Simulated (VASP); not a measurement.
# Ba (Fm-3m) in VASP: further runs, part 4 of 5

VASP 6.6.1. Earlier steps stand in the parts before.

### 5 Electric field gradients, r2SCAN (69.25 Å³/atom)

This run uses another cell than the first one, of 69.25 Å³/atom.

Contents of POSCAR:

```
Ba
1.0
    0.0000000000      3.2593824541      3.2593824541
    3.2593824541      0.0000000000      3.2593824541
    3.2593824541      3.2593824541      0.0000000000
Ba
1
Direct
    0.0000000000      0.0000000000      0.0000000000
```

Contents of INCAR.step1:

```
ALGO = Normal ; EDIFF = 1E-4
ENCUT = 520 ; GGA = PE
ISMEAR = -1 ; LASPH = True
LCHARG = False ; LREAL = False
LWAVE = True ; NBANDS = 11
NELM = 60 ; PREC = Accurate
SIGMA = 0.05
```

Contents of INCAR.step2:

```
ALGO = Normal ; EDIFF = 1E-8
ENCUT = 520 ; ISIF = 2
ISMEAR = -1 ; ISTART = 1
LASPH = True ; LCHARG = False
LEFG = True ; LMIXTAU = True
LREAL = False ; LWAVE = False
METAGGA = R2SCAN ; NBANDS = 11
NELM = 60 ; PREC = Accurate
SIGMA = 0.05
```

Contents of KPOINTS:

```
k-points
0
Gamma
  9 9 9
```

Potentials or basis: VASP PAW PBE potentials, release 64 (Ba_sv).

Run with:

```bash
> cat potpaw_PBE.64/Ba_sv/POTCAR > POTCAR
> cp INCAR.step1 INCAR
> mpirun -np 1 vasp_std > vasp.out
> cp INCAR.step2 INCAR
> mpirun -np 1 vasp_std > vasp.out
```

OUTCAR:

```text
EDIFF = 1E-8
   ENCUT = 520
   ISIF = 2
   ISMEAR = -1
   ISTART = 1
   LASPH = True
   LREAL = False
   METAGGA = R2SCAN
   NELM = 60
   PREC = Accurate

 ion  position               nearest neighbor table
   1  0.000  0.000  0.000-

  LATTYP: Found a face centered cubic cell.
 ALAT       =     6.5187649082

  Lattice vectors:

 A1 = (   0.0000000000,   3.2593824541,   3.2593824541)
 A2 = (   3.2593824541,   0.0000000000,   3.2593824541)
 A3 = (   3.2593824541,   3.2593824541,   0.0000000000)

Analysis of symmetry for initial positions (statically):
=====================================================================
 Subroutine PRICEL returns:
 Original cell was already a primitive cell.

 Routine SETGRP: Setting up the symmetry group for a
 face centered cubic supercell.

 Subroutine GETGRP returns: Found 48 space group operations
 (whereof 48 operations were pure point group operations)
 out of a pool of 48 trial point group operations.

The static configuration has the point symmetry O_h .

Analysis of symmetry for dynamics (positions and initial velocities):
=====================================================================
 Subroutine PRICEL returns:
 Original cell was already a primitive cell.

 Routine SETGRP: Setting up the symmetry group for a
 face centered cubic supercell.

 Subroutine GETGRP returns: Found 48 space group operations
 (whereof 48 operations were pure point group operations)
 out of a pool of 48 trial point group operations.

The dynamic configuration has the point symmetry O_h .

 Subroutine INISYM returns: Found 48 space group operations
 (whereof 48 operations are pure point group operations),
 and found     1 'primitive' translations

----------------------------------------------------------------------------------------

                                     Primitive cell

  volume of cell :      69.2526

  direct lattice vectors                    reciprocal lattice vectors
     0.000000000  3.259382454  3.259382454    -0.153403293  0.153403293  0.153403293
     3.259382454  0.000000000  3.259382454     0.153403293 -0.153403293  0.153403293
     3.259382454  3.259382454  0.000000000     0.153403293  0.153403293 -0.153403293

  length of vectors
     4.609462872  4.609462872  4.609462872     0.265702297  0.265702297  0.265702297

  position of ions in fractional coordinates (direct lattice)
     0.000000000  0.000000000  0.000000000

  ion indices of the primitive-cell ions
   primitive index   ion index
                 1           1

----------------------------------------------------------------------------------------

 KPOINTS: k-points

Automatic generation of k-mesh.
 Grid dimensions read from file:
 generate k-points for:    9    9    9

[... 69 lines left out ...]
   ISIF   =      2    stress and relaxation
   ISYM   =      2    0-nonsym 1-usesym 2-fastsym
   POTIM  = 0.5000    time-step for ionic-motion
   TEBEG  =    0.0;   TEEND  =   0.0 temperature during run
   PSTRESS=    0.0 pullay stress
   NELECT =      10.0000    total number of electrons
   NUPDOWN=      -1.0000    fix difference up-down
   EMIN   =  10.00;   EMAX   =-10.00  energy-range for DOS
   EFERMI =   0.00;   METHOD = LEGACY
   ISMEAR =    -1;   SIGMA  =   0.05  broadening in eV -4-tet -1-fermi 0-gaus
   EFERMI_NEDOS =   21; number of points for ismear=-14 and -15
   IALGO  =     38    algorithm
   IMIX   =      4    mixing-type and parameters
     AMIX     =   0.40;   BMIX     =  1.00
     AMIX_MAG =   1.60;   BMIX_MAG =  1.00
  volume/ion in A,a.u.               =      69.25       467.34
  Fermi-wavevector in a.u.,A,eV,Ry     =   0.858874  1.623037 10.036538  0.737665
  Thomas-Fermi vector in A             =   1.976144
   LORBIT       =      0    0 simple, 1 ext, 2 COOP (PROOUT), +10 PAW based schemes
   METAGGA = R2SCAN    functional components
   LHFCALC =     F    Hartree Fock is set to
   AEXX    =    0.0000 exact exchange contribution
   IVDW    =     0    specifies the selected vdW correction
   LEPSILON=     F    determine dielectric tensor
   LRPA    =     F    only Hartree local field effects (RPA)
 non-spin polarized calculation
  energy-cutoff  :      520.00
  volume of cell :       69.25
 maximum number of plane-waves:      1889
   NGX = 17   NGY = 17   NGZ = 17

 number of electron       9.9999999 magnetization

 Free energy of the ion-electron system (eV)
  ---------------------------------------------------
  ext. energy  EPLUGINS =         0.00000000
  ---------------------------------------------------
  free energy    TOTEN  =       -26.40224442 eV

  energy without entropy =      -26.38570977  energy(sigma->0) =      -26.39397710

 E-fermi :   1.5394     XC(G=0):  -7.5202

 val. band max:        1.5087110197   @ k =  -0.4444   0.4444   0.0000
 cond. band min:       1.5400150556   @ k =  -0.3333   0.3333   0.0000
 fundamental gap:      0.0313040360
 Fermi energy:         1.5393963928

 k-point     1 :       0.0000    0.0000    0.0000
  band No.  band energies     occupation
      1     -28.6541      2.00000
      2     -13.2304      2.00000
      3     -13.2304      2.00000
      4     -13.2304      2.00000
      5      -1.4243      2.00000
      6       3.4001      0.00000
      7       3.4001      0.00000
      8       3.4001      0.00000
      9       4.8623      0.00000
     10       4.8623      0.00000
     11       7.4839      0.00000
[... 309 lines left out ...]
 k-point    24 :       0.4444    0.4444    0.0000
  band No.  band energies     occupation
      1     -28.6171      2.00000
      2     -13.5499      2.00000
      3     -13.3514      2.00000
      4     -13.3514      2.00000
      5       0.6879      2.00000
      6       1.4762      1.55918
      7       3.1096      0.00000
      8       5.8700      0.00000
      9       5.8700      0.00000
     10       5.9076      0.00000
     11       7.4794      0.00000

 [... further k-points ...]

------------------------ aborting loop because EDIFF is reached ----------------------------------------

  FORCE on cell =-STRESS in cart. coord.  units (eV):
  Direction    XX          YY          ZZ          XY          YZ          ZX
  --------------------------------------------------------------------------------------
  -------------------------------------------------------------------------------------
  Total       -0.0974702     -0.0974702     -0.0974702     -0.0000000     -0.0000000     -0.0000000
  in kB       -2.2549997     -2.2549997     -2.2549997     -0.0000000     -0.0000000     -0.0000000
  external PRESSURE =      -2.2549997 kB  Pullay stress =       0.0000000 kB

 VOLUME and BASIS-vectors are now :
 -----------------------------------------------------------------------------
  energy-cutoff  :      520.00
  volume of cell :       69.25
      direct lattice vectors                 reciprocal lattice vectors
     0.000000000  3.259382454  3.259382454    -0.153403293  0.153403293  0.153403293
     3.259382454  0.000000000  3.259382454     0.153403293 -0.153403293  0.153403293
     3.259382454  3.259382454  0.000000000     0.153403293  0.153403293 -0.153403293

 POSITION                                       TOTAL-FORCE (eV/Angst)
 -----------------------------------------------------------------------------------
      0.00000      0.00000      0.00000         0.000000      0.000000     -0.000000
 -----------------------------------------------------------------------------------
    total drift:                               -0.000000      0.000000      0.000000

  FREE ENERGIE OF THE ION-ELECTRON SYSTEM (eV)
  ---------------------------------------------------
  free  energy   TOTEN  =       -26.4022444245 eV

  energy  without entropy=      -26.3857097749  energy(sigma->0) =      -26.39397710

 Electric field gradients (V/A^2)
---------------------------------------------------------------------
 ion       V_xx      V_yy      V_zz      V_xy      V_xz      V_yz
---------------------------------------------------------------------
   1       0.000     0.000    -0.000    -0.000    -0.000    -0.000
---------------------------------------------------------------------

 Electric field gradients after diagonalization (V/A^2)
 (convention: |V_zz| > |V_xx| > |V_yy|)
----------------------------------------------------------------------
 ion       V_xx      V_yy      V_zz     asymmetry (V_yy - V_xx)/ V_zz
----------------------------------------------------------------------
   1       0.000     0.000    -0.000       0.000
----------------------------------------------------------------------

           NMR quadrupolar parameters

 Cq : quadrupolar parameter    Cq=e*Q*V_zz/h
 eta: asymmetry parameters     (V_yy - V_xx)/ V_zz
 Q  : nuclear electric quadrupole moment in mb (millibarn)
----------------------------------------------------------------------
 ion       Cq(MHz)       eta       Q (mb)
----------------------------------------------------------------------
   1      -0.000       0.000       1.000
----------------------------------------------------------------------
```

OUTCAR.step1:

```text
EDIFF = 1E-4
   ENCUT = 520
   GGA = PE
   ISMEAR = -1
   LASPH = True
[... 552 lines left out ...]

 POSITION                                       TOTAL-FORCE (eV/Angst)
 -----------------------------------------------------------------------------------
      0.00000      0.00000      0.00000         0.000000      0.000000      0.000000
 -----------------------------------------------------------------------------------
    total drift:                               -0.000000      0.000000      0.000000

  FREE ENERGIE OF THE ION-ELECTRON SYSTEM (eV)
  ---------------------------------------------------
  free  energy   TOTEN  =        -1.8876511857 eV

  energy  without entropy=       -1.8702882921  energy(sigma->0) =       -1.87896974
```

It took 98 s on 1 thread of Intel Xeon Platinum 8259CL at 2.50GHz (Skylake/Cascade Lake), shared host; peak memory 0.22 GiB.

What came out:

```yaml
Free_energy: -26.4022 eV
Pressure: -0.2 GPa
Band_gap_on_the_k_mesh: zero (bands 5 and 6 overlap by 0.08 eV)
Largest_electric_field_gradient_by_atom: zero within the noise of the run
```

Levels at points of the mesh, in eV from the Fermi level:
```
           k point  band 1  band 2  band 3  band 4  band 5  band 6  band 7  band 8  band 9  band 10
(0.00, 0.00, 0.00)  -30.19  -14.77  -14.77  -14.77   -2.96    1.86    1.86    1.86    3.32     3.32
```

Caveat: the PAW data sets were made with another functional, which shifts forces and pressure a little; spin-orbit coupling is left out, which moves the levels of the heavy elements.

(Part 4 of 5 ends here.)
